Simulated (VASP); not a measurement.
# CsSnI3 (Pm-3m) in VASP: a series of runs

CsSnI3 is run at these levels: PBE; tasks: single point, relaxation of the atoms.

Everything below comes from runs of VASP 6.6.1. Logs are shortened: lines on timing, memory, paths and dates and some standing lists are left out, and cuts for length are marked.

## (1) The cell of the first run

Symmetry: Pm-3m, No. 221, cubic system. Conventional cell: a = 6.206 Å, b = 6.206 Å, c = 6.206 Å, α = 90.00°, β = 90.00°, γ = 90.00°. Within 5.8 Å of Cs (site symmetry m-3m) lie 12 I at 4.39 Å and 8 Sn at 5.37 Å. Sn (site symmetry m-3m) has 6 I at 3.10 Å within 4.1 Å. Within 4.1 Å of I (site symmetry 4/mmm) lie 2 Sn at 3.10 Å.

## (2) Single point, PBE

INCAR reads:

```
  PREC = Accurate
  ENCUT = 520
  EDIFF = 1E-7
  ISMEAR = -1
  SIGMA = 0.02
  LREAL = F
  LASPH = T
  NELM = 100
  ALGO = Normal
  ISIF = 2
  LWAVE = F
  LCHARG = F
  GGA = PE
  NBANDS = 30
```

KPOINTS reads:

```
Automatic mesh
0
Gamma
  5 5 5
```

POSCAR reads:

```
CsSnI3
1.0
    6.2057000000      0.0000000000      0.0000000000
    0.0000000000      6.2057000000      0.0000000000
    0.0000000000      0.0000000000      6.2057000000
Cs Sn I
1 1 3
Direct
    0.0000000000      0.0000000000      0.0000000000
    0.5000000000      0.5000000000      0.5000000000
    0.0000000000      0.5000000000      0.5000000000
    0.5000000000      0.0000000000      0.5000000000
    0.5000000000      0.5000000000      0.0000000000
```

Potentials or basis: VASP PAW PBE potentials, release 64 (Cs_sv, Sn_d, I).

On the command line:

```
$ cat potpaw_PBE.64/Cs_sv/POTCAR potpaw_PBE.64/Sn_d/POTCAR potpaw_PBE.64/I/POTCAR > POTCAR
$ mpirun -np 1 vasp_std > vasp.out
```

OUTCAR:

```text
PREC = Accurate
   ENCUT = 520
   EDIFF = 1E-7
   ISMEAR = -1
   LREAL = F
   LASPH = T
   NELM = 100
   ISIF = 2
   GGA = PE

 ion  position               nearest neighbor table
   1  0.000  0.000  0.000-
   2  0.500  0.500  0.500-   3 3.10   4 3.10   5 3.10   5 3.10   4 3.10   3 3.10
   3  0.000  0.500  0.500-   2 3.10   2 3.10
   4  0.500  0.000  0.500-   2 3.10   2 3.10
   5  0.500  0.500  0.000-   2 3.10   2 3.10

  LATTYP: Found a simple cubic cell.
 ALAT       =     6.2057000000

  Lattice vectors:

 A1 = (   6.2057000000,   0.0000000000,   0.0000000000)
 A2 = (   0.0000000000,   6.2057000000,   0.0000000000)
 A3 = (   0.0000000000,   0.0000000000,   6.2057000000)

Analysis of symmetry for initial positions (statically):
=====================================================================
 Subroutine PRICEL returns:
 Original cell was already a primitive cell.

 Routine SETGRP: Setting up the symmetry group for a
 simple cubic supercell.

 Subroutine GETGRP returns: Found 48 space group operations
 (whereof 48 operations were pure point group operations)
 out of a pool of 48 trial point group operations.

The static configuration has the point symmetry O_h .

Analysis of symmetry for dynamics (positions and initial velocities):
=====================================================================
 Subroutine PRICEL returns:
 Original cell was already a primitive cell.

 Routine SETGRP: Setting up the symmetry group for a
 simple cubic supercell.

 Subroutine GETGRP returns: Found 48 space group operations
 (whereof 48 operations were pure point group operations)
 out of a pool of 48 trial point group operations.

The dynamic configuration has the point symmetry O_h .

 Subroutine INISYM returns: Found 48 space group operations
 (whereof 48 operations are pure point group operations),
 and found     1 'primitive' translations

----------------------------------------------------------------------------------------

                                     Primitive cell

  volume of cell :     238.9859

  direct lattice vectors                    reciprocal lattice vectors
     6.205700000  0.000000000  0.000000000     0.161142176  0.000000000  0.000000000
     0.000000000  6.205700000  0.000000000     0.000000000  0.161142176  0.000000000
     0.000000000  0.000000000  6.205700000     0.000000000  0.000000000  0.161142176

  length of vectors
     6.205700000  6.205700000  6.205700000     0.161142176  0.161142176  0.161142176
[... 72 lines left out ...]
   EDIFF  = 0.1E-06   stopping-criterion for ELM
   LREAL  =      F    real-space projection
   EDIFFG = 0.1E-05   stopping-criterion for IOM
   NSW    =      0    number of steps for IOM
   IBRION =     -1    ionic relax: 0-MD 1-quasi-New 2-CG
   NFREE  =      0    steps in history (QN), initial steepest desc. (CG)
   ISIF   =      2    stress and relaxation
   ISYM   =      2    0-nonsym 1-usesym 2-fastsym
   POTIM  = 0.5000    time-step for ionic-motion
   TEBEG  =    0.0;   TEEND  =   0.0 temperature during run
   PSTRESS=    0.0 pullay stress
   NELECT =      44.0000    total number of electrons
   NUPDOWN=      -1.0000    fix difference up-down
   EMIN   =  10.00;   EMAX   =-10.00  energy-range for DOS
   EFERMI =   0.00;   METHOD = LEGACY
   ISMEAR =    -1;   SIGMA  =   0.02  broadening in eV -4-tet -1-fermi 0-gaus
   EFERMI_NEDOS =   21; number of points for ismear=-14 and -15
   IALGO  =     38    algorithm
   IMIX   =      4    mixing-type and parameters
     AMIX     =   0.40;   BMIX     =  1.00
     AMIX_MAG =   1.60;   BMIX_MAG =  1.00
  volume/ion in A,a.u.               =      47.80       322.55
  Fermi-wavevector in a.u.,A,eV,Ry     =   0.931326  1.759950 11.801253  0.867368
  Thomas-Fermi vector in A             =   2.057807
   LORBIT       =      0    0 simple, 1 ext, 2 COOP (PROOUT), +10 PAW based schemes
   GGA     = PE    functional components
   LHFCALC =     F    Hartree Fock is set to
   AEXX    =    0.0000 exact exchange contribution
   IVDW    =     0    specifies the selected vdW correction
   LEPSILON=     F    determine dielectric tensor
   LRPA    =     F    only Hartree local field effects (RPA)
 non-spin polarized calculation
  energy-cutoff  :      520.00
  volume of cell :      238.99
 maximum number of plane-waves:      6455
 NGX is ok and might be reduce to    48
   NGX = 23   NGY = 23   NGZ = 23

 number of electron      43.9999983 magnetization

 Free energy of the ion-electron system (eV)
  ---------------------------------------------------
  ext. energy  EPLUGINS =         0.00000000
  ---------------------------------------------------
  free energy    TOTEN  =       -14.04956916 eV

  energy without entropy =      -14.04956916  energy(sigma->0) =      -14.04956916

 E-fermi :   2.4312     XC(G=0):  -7.5248

 val. band max:        1.9980701919   @ k =   0.4000   0.4000   0.4000
 cond. band min:       3.7435643177   @ k =   0.4000   0.4000   0.4000
 fundamental gap:      1.7454941258
 Fermi energy:         2.4312255570

 k-point     1 :       0.0000    0.0000    0.0000
  band No.  band energies     occupation
      1     -19.4323      2.00000
      2     -19.1952      2.00000
      3     -19.1952      2.00000
      4     -19.1748      2.00000
      5     -19.1748      2.00000
      6     -19.1748      2.00000
[... 319 lines left out ...]
     29       7.0092      0.00000
     30       7.9960      0.00000

------------------------ aborting loop because EDIFF is reached ----------------------------------------

  FORCE on cell =-STRESS in cart. coord.  units (eV):
  Direction    XX          YY          ZZ          XY          YZ          ZX
  --------------------------------------------------------------------------------------
  -------------------------------------------------------------------------------------
  Total        0.7758702      0.7758702      0.7758702      0.0000000     -0.0000000      0.0000000
  in kB        5.2014849      5.2014849      5.2014849      0.0000000     -0.0000000      0.0000000
  external PRESSURE =       5.2014849 kB  Pullay stress =       0.0000000 kB

 VOLUME and BASIS-vectors are now :
 -----------------------------------------------------------------------------
  energy-cutoff  :      520.00
  volume of cell :      238.99
      direct lattice vectors                 reciprocal lattice vectors
     6.205700000  0.000000000  0.000000000     0.161142176  0.000000000  0.000000000
     0.000000000  6.205700000  0.000000000     0.000000000  0.161142176  0.000000000
     0.000000000  0.000000000  6.205700000     0.000000000  0.000000000  0.161142176

 POSITION                                       TOTAL-FORCE (eV/Angst)
 -----------------------------------------------------------------------------------
      0.00000      0.00000      0.00000         0.000000      0.000000      0.000000
      3.10285      3.10285      3.10285         0.000000      0.000000      0.000000
      0.00000      3.10285      3.10285         0.000000      0.000000      0.000000
      3.10285      0.00000      3.10285         0.000000      0.000000      0.000000
      3.10285      3.10285      0.00000         0.000000      0.000000      0.000000
 -----------------------------------------------------------------------------------
    total drift:                                0.000000     -0.000000     -0.000000

  FREE ENERGIE OF THE ION-ELECTRON SYSTEM (eV)
  ---------------------------------------------------
  free  energy   TOTEN  =       -14.0495691572 eV

  energy  without entropy=      -14.0495691571  energy(sigma->0) =      -14.04956916
```

stdout:

```text
POSCAR found type information on POSCAR CsSnI
 POSCAR found :  3 types and       5 ions
 scaLAPACK will be used
 LDA part: xc-table for (Slater+PW92), standard interpolation
 POSCAR, INCAR and KPOINTS ok, starting setup
 FFT: planning ... GRIDC
 FFT: planning ... GRID_SOFT
 FFT: planning ... GRID
 WAVECAR not read
 entering main loop
```

It took 1.7 min on 1 thread of Intel Xeon Platinum 8259CL at 2.50GHz (Skylake/Cascade Lake), shared host; peak memory 0.35 GiB.

Results:

- Free energy: -14.0496 eV
- Pressure: 0.5 GPa
- Band gap on the k mesh: 1.75 eV, direct

Caveat: spin-orbit coupling is left out, which moves the levels of the heavy elements. A k mesh can miss the band edges.

## (3) Relaxation of the atoms, PBE

INCAR reads:

```
ALGO = Normal
EDIFF = 1E-7
EDIFFG = -0.02
ENCUT = 520
GGA = PE
IBRION = 2
ISIF = 2
ISMEAR = -1
LASPH = T
LCHARG = F
LREAL = F
LWAVE = F
NELM = 100
NSW = 80
PREC = Accurate
SIGMA = 0.02
```

KPOINTS reads:

```
k-points
0
Gamma
  5 5 5
```

POSCAR is that of step 2.

Potentials or basis: VASP PAW PBE potentials, release 64 (Cs_sv, Sn_d, I).

On the command line:

```
$ cat potpaw_PBE.64/Cs_sv/POTCAR potpaw_PBE.64/Sn_d/POTCAR potpaw_PBE.64/I/POTCAR > POTCAR
$ mpirun -np 1 vasp_std > vasp.out
```

It took 100 s on 1 thread of Intel Xeon Platinum 8259CL at 2.50GHz (Skylake/Cascade Lake), shared host; peak memory 0.34 GiB.

Results (log left out):

* Free energy: -14.0496 eV
* Pressure after relaxing: 0.5 GPa
* Band gap on the k mesh: 1.75 eV, direct

Final structure:
```
Cs Sn I
1.0
     6.20570    0.00000    0.00000
     0.00000    6.20570    0.00000
     0.00000    0.00000    6.20570
Cs Sn I
1 1 3
Cartesian
  0.0000 0.0000 0.0000
  3.1029 3.1029 3.1029
  0.0000 3.1029 3.1029
  3.1029 0.0000 3.1029
  3.1029 3.1029 0.0000
```

Levels at points of the mesh, in eV from the valence-band top:
```
           k point  band 20  band 21  band 22  band 23  band 24  band 25
(0.00, 0.00, 0.00)    -1.30    -1.30    -1.30     3.07     3.99     3.99
```

Caveat: the relaxation stopped at its first step, so nothing moved; spin-orbit coupling is left out, which moves the levels of the heavy elements.
